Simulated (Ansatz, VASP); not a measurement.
**La: VASP beside Ansatz**

```
CELL_PARAMETERS angstrom
3.75000 0.00000 0.00000
-1.87500 3.24760 0.00000
0.00000 0.00000 6.07000
ATOMIC_POSITIONS crystal
La 0.66667 0.33333 0.75000
La 0.33333 0.66667 0.25000
```

Alike in both runs: functional PBE; k mesh 8 × 8 × 5; occupations fermi-dirac, width 0.05 eV; no spin polarisation.

```csv
,VASP,Ansatz
version,VASP 6.6.1,Ansatz 0.2.0
potentials or method,"VASP PAW PBE potentials, release 64 (La), cutoff 520 eV","all-electron LAPW, scalar-relativistic"
task,single point,band structure
```

|  | VASP | Ansatz | Ansatz less VASP |
| --- | --- | --- | --- |
| gap on the k mesh at the Fermi level (eV) | none | none | - |
| pressure (GPa) | 0.7 | 0.7 | -0.04 |
| traceless stress, the component that is largest in VASP (GPa) | -0.23 | -0.23 | -0.001 |

A gap of «none» marks a metal or a gap that the smearing closes. Ansatz ran all-electron here, and VASP with PAW potentials.

Neither program's run includes spin-orbit coupling.
